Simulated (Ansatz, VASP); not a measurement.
MgCd5Se6: VASP beside Ansatz

```xyz
12
Lattice="4.1650 0.0000 0.0000 -2.0825 3.6070 0.0000 0.0000 0.0000 20.4041" Properties=species:S:1:pos:R:3 pbc="T T T"
Mg    0.0000    0.0000   10.2021
Cd    0.0000    2.4046    3.4007
Cd    2.0825    1.2023    6.8014
Cd    0.0000    2.4046   13.6027
Cd    2.0825    1.2023   17.0034
Cd    0.0000    0.0000    0.0000
Se    0.0000    2.4046    8.5017
Se    2.0825    1.2023   11.9024
Se    0.0000    0.0000   15.3031
Se    0.0000    2.4046   18.7038
Se    2.0825    1.2023    1.7003
Se    0.0000    0.0000    5.1010
```

Alike in both runs: task relaxation of cell and atoms; functional PBE; k mesh 6 × 6 × 1; occupations gaussian, width 0.1 eV; no spin polarisation.

|  | VASP | Ansatz |
| --- | --- | --- |
| version | VASP 6.6.1 | Ansatz 0.2.0 |
| potentials or method | VASP PAW PBE potentials, release 64 (Mg, Cd, Se), cutoff 600 eV | scalar-relativistic, plane waves, PAW |
| valence electrons in the cell | 98 | 206 |

VASP gave:

```
gap on the k mesh at the Fermi level, each at its own relaxed structure (eV) : none
relaxed volume (Å³/atom)                                                     : 23.21
relaxed cell length with the largest relative difference (Å)                 : 19.780
```

Question: Which values does Ansatz return?

Answer: gap on the k mesh at the Fermi level, each at its own relaxed structure (eV): none; relaxed volume (Å³/atom): 23.20; relaxed cell length with the largest relative difference (Å): 19.777.

A gap of «none» marks a metal or a gap that the smearing closes. VASP's potentials hold 98 valence electrons a cell and Ansatz's 206, so a difference there can come from the potentials and not from the codes.
